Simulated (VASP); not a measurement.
Runs of VASP 6.6.1 on Hf. The structure is that of space group Im-3m (No. 229), or close to it. The cells are those of the table. 

```csv
cell,gap on the mesh (eV),pressure (GPa)
"a = 3.025 Å, angles 109.5°, 1 atom",none,-0.2
"a = 3.017 Å, angles 109.5°, 1 atom",none,(a)
"a = 3.022 Å, angles 109.5°, 1 atom",none,(b)
"a = 3.019 Å, angles 109.5°, 1 atom",none,0.5
"a = 3.016 Å, angles 109.5°, 1 atom",none,0.8
```

Alike in all rows: task single point; level PBEsol; potentials or basis VASP PAW PBE potentials, release 64 (Hf_pv); no spin polarisation; k mesh 8 × 8 × 8; cutoff (eV) 520; smearing gaussian 0.05 eV.

**Question.** Estimate the missing entries.

**Answer.** (a) 0.7; (b) 0.2.

Caveats: the PAW data sets were made with another functional, which shifts forces and pressure a little; spin-orbit coupling is left out, which moves the levels of the heavy elements.

A k mesh can miss the band edges, and the runs leave out spin-orbit coupling on Hf.

A gap of «none» marks levels without a gap at the run's occupations.
